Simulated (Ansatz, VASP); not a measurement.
## One calculation of AlGaN2, two programs

```
CELL_PARAMETERS angstrom
3.04665 0.00000 0.00000
0.00000 3.04665 0.00000
0.00000 0.00000 4.55655
ATOMIC_POSITIONS crystal
Al 0.50000 0.50000 0.50000
Ga 0.00000 0.00000 0.00000
N 0.50000 0.00000 0.73826
N 0.00000 0.50000 0.26174
```

Change from the starting cell: strain -0.030 along x and y, +0.030 along z, atoms carried along.

Alike in both runs: task single point; functional LDA; k mesh 8 × 8 × 6; occupations gaussian, width 0.05 eV; no spin polarisation.

|  | VASP | Ansatz |
| --- | --- | --- |
| version | VASP 6.6.1 | Ansatz 0.2.0 |
| potentials or method | VASP PAW LDA potentials, release 64 (Al, Ga_d, N), cutoff 520 eV | scalar-relativistic, plane waves, PAW |
| valence electrons in the cell | 26 | 26 |

Ansatz gave:

| Property | Result |
| --- | --- |
| gap on the k mesh at the Fermi level (eV) | 2.98 |
| least direct gap on the mesh (eV) | 2.98 |
| pressure (GPa) | 1.1 |
| traceless stress, the component that is largest in VASP (GPa) | -6.35 |
| rms of the force components (eV/Å) | 0.130 |

**Question.** Estimate VASP's values.

**Answer.** gap on the k mesh at the Fermi level (eV): 2.99; least direct gap on the mesh (eV): 2.99; pressure (GPa): 2.0; traceless stress, the component that is largest in VASP (GPa): -6.28; rms of the force components (eV/Å): 0.118.

LDA's correlation is that of Perdew and Zunger in VASP and of Perdew and Wang (1992) in Ansatz. Atom by atom the forces differ by 0.012 eV/Å (rms over components).
